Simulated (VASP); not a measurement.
# Ge2Sb2Te5 (P-3m1) in VASP: single point with PBEsol

Aim: the single point of Ge2Sb2Te5 with PBEsol.

Everything below comes from runs of VASP 6.6.1. Logs are shortened: lines on timing, memory, paths and dates and some standing lists are left out, and cuts for length are marked.

## 1. The cell of the first run

The structure is trigonal, space group P-3m1 (No. 164). The conventional cell has a = 4.224 Å, b = 4.224 Å, c = 16.854 Å, α = 90.00°, β = 90.00°, γ = 120.00°. Te (site symmetry -3m) has 6 Ge at 2.97 Å within 3.9 Å. Te (site symmetry 3m) has 3 Ge at 2.95 Å and 3 Sb at 3.15 Å within 3.9 Å. Within 3.9 Å of Te (site symmetry 3m) lie 3 Sb at 2.99 Å and 3 Te at 3.65 Å. Ge (site symmetry 3m) has 6 Te at 2.95 to 2.97 Å within 3.9 Å. Within 3.9 Å of Sb (site symmetry 3m) lie 6 Te at 2.99 to 3.15 Å.

## 2. Single point, PBEsol

INCAR

```
SYSTEM = Ge2Sb2Te5
PREC = Accurate
ENCUT = 520
EDIFF = 1E-6
ISMEAR = 0
SIGMA = 0.03
LREAL = .False.
LASPH = .True.
NELM = 100
ALGO = Normal
ISIF = 2
LWAVE = .False.
LCHARG = .True.
GGA = PS
LELF = .True.
LVHAR = .True.
NBANDS = 44
```

KPOINTS

```
regular mesh
0
Gamma
  10 10 2
  0 0 0
```

POSCAR

```
Ge2Sb2Te5
1.0
    4.2241310002     -0.0000002882      0.0000000000
   -2.1120652505      3.6582048991      0.0000000000
    0.0000000000      0.0000000000     16.8543228182
Te Ge Sb
5 2 2
Direct
    0.0000000000      1.0000000000      0.0000000000
    0.6666666667      0.3333333333      0.1986541637
    0.3333333333      0.6666666667      0.4194412941
    0.6666666667      0.3333333333      0.5805587059
    0.3333333333      0.6666666667      0.8013458363
    0.3333333333      0.6666666667      0.1003998169
    0.6666666667      0.3333333333      0.8996001831
    1.0000000000      1.0000000000      0.3172932213
    1.0000000000      0.0000000000      0.6827067787
```

Potentials or basis: VASP PAW PBE potentials, release 64 (Te, Ge_d, Sb).

The run is started by

```console
> cat potpaw_PBE.64/Te/POTCAR potpaw_PBE.64/Ge_d/POTCAR potpaw_PBE.64/Sb/POTCAR > POTCAR
> mpirun -np 1 vasp_std > vasp.out
```

OUTCAR:

```text
SYSTEM = Ge2Sb2Te5
   PREC = Accurate
   ENCUT = 520
   EDIFF = 1E-6
   ISMEAR = 0
   LREAL = .False.
   LASPH = .True.
   NELM = 100
   ISIF = 2
   GGA = PS

 ion  position               nearest neighbor table
   1  0.000  0.000  0.000-   6 2.97   7 2.97   6 2.97   7 2.97   7 2.97   6 2.97
   2  0.667  0.333  0.199-   6 2.95   6 2.95   6 2.95   8 3.15   8 3.15   8 3.15
   3  0.333  0.667  0.419-   8 2.99   8 2.99   8 2.99   4 3.65   4 3.65   4 3.65
   4  0.667  0.333  0.581-   9 2.99   9 2.99   9 2.99   3 3.65   3 3.65   3 3.65
   5  0.333  0.667  0.801-   7 2.95   7 2.95   7 2.95   9 3.15   9 3.15   9 3.15
   6  0.333  0.667  0.100-   2 2.95   2 2.95   2 2.95   1 2.97   1 2.97   1 2.97
   7  0.667  0.333  0.900-   5 2.95   5 2.95   5 2.95   1 2.97   1 2.97   1 2.97
   8  0.000  0.000  0.317-   3 2.99   3 2.99   3 2.99   2 3.15   2 3.15   2 3.15
   9  0.000  0.000  0.683-   4 2.99   4 2.99   4 2.99   5 3.15   5 3.15   5 3.15

  LATTYP: Found a hexagonal cell.
 ALAT       =     4.2241310002
 C/A-ratio  =     3.9900094996

  Lattice vectors:

 A1 = (   4.2241310002,  -0.0000002882,   0.0000000000)
 A2 = (  -2.1120652505,   3.6582048991,   0.0000000000)
 A3 = (   0.0000000000,   0.0000000000,  16.8543228182)

Analysis of symmetry for initial positions (statically):
=====================================================================
 Subroutine PRICEL returns:
 Original cell was already a primitive cell.

 Routine SETGRP: Setting up the symmetry group for a
 hexagonal supercell.

 Subroutine GETGRP returns: Found 12 space group operations
 (whereof 12 operations were pure point group operations)
 out of a pool of 24 trial point group operations.

The static configuration has the point symmetry D_3d.

Analysis of symmetry for dynamics (positions and initial velocities):
=====================================================================
 Subroutine PRICEL returns:
 Original cell was already a primitive cell.

 Routine SETGRP: Setting up the symmetry group for a
 hexagonal supercell.

 Subroutine GETGRP returns: Found 12 space group operations
 (whereof 12 operations were pure point group operations)
 out of a pool of 24 trial point group operations.

The dynamic configuration has the point symmetry D_3d.

 Subroutine INISYM returns: Found 12 space group operations
 (whereof 12 operations are pure point group operations),
 and found     1 'primitive' translations

[... 110 lines left out ...]
   EDIFFG = 0.1E-04   stopping-criterion for IOM
   NSW    =      0    number of steps for IOM
   IBRION =     -1    ionic relax: 0-MD 1-quasi-New 2-CG
   NFREE  =      0    steps in history (QN), initial steepest desc. (CG)
   ISIF   =      2    stress and relaxation
   ISYM   =      2    0-nonsym 1-usesym 2-fastsym
   POTIM  = 0.5000    time-step for ionic-motion
   TEBEG  =    0.0;   TEEND  =   0.0 temperature during run
   PSTRESS=    0.0 pullay stress
   NELECT =      68.0000    total number of electrons
   NUPDOWN=      -1.0000    fix difference up-down
   EMIN   =  10.00;   EMAX   =-10.00  energy-range for DOS
   EFERMI =   0.00;   METHOD = LEGACY
   ISMEAR =     0;   SIGMA  =   0.03  broadening in eV -4-tet -1-fermi 0-gaus
   EFERMI_NEDOS =   21; number of points for ismear=-14 and -15
   IALGO  =     38    algorithm
   IMIX   =      4    mixing-type and parameters
     AMIX     =   0.40;   BMIX     =  1.00
     AMIX_MAG =   1.60;   BMIX_MAG =  1.00
  volume/ion in A,a.u.               =      28.94       195.29
  Fermi-wavevector in a.u.,A,eV,Ry     =   1.046339  1.977293 14.895990  1.094824
  Thomas-Fermi vector in A             =   2.181172
   LORBIT       =      0    0 simple, 1 ext, 2 COOP (PROOUT), +10 PAW based schemes
   GGA     = PS    functional components
   LHFCALC =     F    Hartree Fock is set to
   AEXX    =    0.0000 exact exchange contribution
   IVDW    =     0    specifies the selected vdW correction
   LEPSILON=     F    determine dielectric tensor
   LRPA    =     F    only Hartree local field effects (RPA)
 non-spin polarized calculation
 Gauss-broadening in eV      SIGMA  =   0.03
  energy-cutoff  :      520.00
  volume of cell :      260.45
 maximum number of plane-waves:      7046
 NGX is ok and might be reduce to    32
   NGX = 15   NGY = 15   NGZ = 63

 number of electron      67.9999995 magnetization

 Free energy of the ion-electron system (eV)
  ---------------------------------------------------
  ext. energy  EPLUGINS =         0.00000000
  ---------------------------------------------------
  free energy    TOTEN  =       -37.60401155 eV

  energy without entropy =      -37.60400886  energy(sigma->0) =      -37.60401020

 E-fermi :   6.8025     XC(G=0):  -9.7824

 val. band max:        6.7412424677   @ k =   0.0000   0.0000   0.0000
 cond. band min:       6.8682944428   @ k =   0.0000   0.0000   0.0000
 fundamental gap:      0.1270519750
 Fermi energy:         6.8025262482

 k-point     1 :       0.0000    0.0000    0.0000
  band No.  band energies     occupation
      1     -18.2061      2.00000
      2     -18.2061      2.00000
      3     -18.2052      2.00000
      4     -18.2052      2.00000
      5     -18.1989      2.00000
      6     -18.1987      2.00000
[... 1117 lines left out ...]
     43      10.1373      0.00000
     44      10.3799      0.00000

 [... further k-points ...]
[... 5 lines left out ...]
  --------------------------------------------------------------------------------------
  -------------------------------------------------------------------------------------
  Total       -0.0165154     -0.0165154      0.0077659     -0.0000000     -0.0000000     -0.0000000
  in kB       -0.1015974     -0.1015974      0.0477736     -0.0000000     -0.0000000     -0.0000000
  external PRESSURE =      -0.0518071 kB  Pullay stress =       0.0000000 kB

 VOLUME and BASIS-vectors are now :
 -----------------------------------------------------------------------------
  energy-cutoff  :      520.00
  volume of cell :      260.45
      direct lattice vectors                 reciprocal lattice vectors
     4.224131000 -0.000000288  0.000000000     0.236735092  0.136679047  0.000000000
    -2.112065251  3.658204899  0.000000000     0.000000019  0.273358127  0.000000000
     0.000000000  0.000000000 16.854322818     0.000000000  0.000000000  0.059331960

 POSITION                                       TOTAL-FORCE (eV/Angst)
 -----------------------------------------------------------------------------------
      0.00000      0.00000      0.00000         0.000000     -0.000000      0.000000
      2.11207      1.21940      3.34818        -0.000000      0.000000      0.005227
      0.00000      2.43880      7.06940         0.000000     -0.000000      0.033665
      2.11207      1.21940      9.78492        -0.000000      0.000000     -0.033665
      0.00000      2.43880     13.50614        -0.000000     -0.000000     -0.005227
      0.00000      2.43880      1.69217        -0.000000      0.000000      0.001480
      2.11207      1.21940     15.16215        -0.000000      0.000000     -0.001480
      0.00000      0.00000      5.34776         0.000000     -0.000000     -0.031783
      0.00000      0.00000     11.50656         0.000000     -0.000000      0.031783
 -----------------------------------------------------------------------------------
    total drift:                               -0.000000      0.000000      0.000000

  FREE ENERGIE OF THE ION-ELECTRON SYSTEM (eV)
  ---------------------------------------------------
  free  energy   TOTEN  =       -37.6040115486 eV

  energy  without entropy=      -37.6040088605  energy(sigma->0) =      -37.60401020
```

OSZICAR:

```text
N       E                     dE             d eps       ncg     rms          rms(c)
DAV:   1     0.602275749206E+03    0.60228E+03   -0.27185E+04  3084   0.211E+03
DAV:   2     0.633014464286E+02   -0.53897E+03   -0.51686E+03  2648   0.608E+02
DAV:   3    -0.312049383511E+02   -0.94506E+02   -0.91319E+02  2944   0.154E+02
DAV:   4    -0.376015421270E+02   -0.63966E+01   -0.63239E+01  3020   0.471E+01
DAV:   5    -0.378197328414E+02   -0.21819E+00   -0.21752E+00  3276   0.906E+00    0.120E+01
DAV:   6    -0.376349530937E+02    0.18478E+00   -0.79390E-01  3548   0.438E+00    0.742E+00
DAV:   7    -0.378506267333E+02   -0.21567E+00   -0.16456E+00  3212   0.596E+00    0.333E+00
DAV:   8    -0.376018049158E+02    0.24882E+00   -0.10433E+00  3076   0.427E+00    0.641E-01
DAV:   9    -0.376044795889E+02   -0.26747E-02   -0.10513E-01  2872   0.133E+00    0.604E-01
DAV:  10    -0.376047985885E+02   -0.31900E-03   -0.86680E-03  3292   0.354E-01    0.528E-01
DAV:  11    -0.376044985151E+02    0.30007E-03   -0.36122E-04  3220   0.103E-01    0.459E-01
DAV:  12    -0.376041842960E+02    0.31422E-03   -0.10088E-03  3112   0.115E-01    0.316E-01
DAV:  13    -0.376041029492E+02    0.81347E-04   -0.30737E-04  3064   0.619E-02    0.278E-01
DAV:  14    -0.376040976097E+02    0.53395E-05   -0.50428E-05  2652   0.226E-02    0.256E-01
DAV:  15    -0.376041085447E+02   -0.10935E-04   -0.60004E-06  3004   0.938E-03    0.267E-01
DAV:  16    -0.376040329388E+02    0.75606E-04   -0.16907E-04  2636   0.378E-02    0.180E-01
DAV:  17    -0.376040119836E+02    0.20955E-04   -0.39250E-05  2572   0.241E-02    0.146E-01
DAV:  18    -0.376040115486E+02    0.43499E-06   -0.30924E-06  2232   0.694E-03
   1 F= -.37604012E+02 E0= -.37604010E+02  d E =-.268811E-05
```

Wall time 3.7 min (1 thread of AMD EPYC 9R45 (Zen 5), shared host); peak memory 0.49 GiB.

Results:

```yaml
Free_energy: -37.6040 eV
Pressure: 0.0 GPa
Largest_force: 0.034 eV/Å
Band_gap_on_the_k_mesh: 0.13 eV
```

Forces on the atoms (eV/Å):
```
Te   0.000  0.000  0.000
Te   0.000  0.000  0.005
Te   0.000  0.000  0.034
Te   0.000  0.000 -0.034
Te   0.000  0.000 -0.005
Ge   0.000  0.000  0.001
Ge   0.000  0.000 -0.001
Sb   0.000  0.000 -0.032
Sb   0.000  0.000  0.032
```

Caveat: the PAW data sets were made with another functional, which shifts forces and pressure a little; spin-orbit coupling is left out, which moves the levels of the heavy elements.
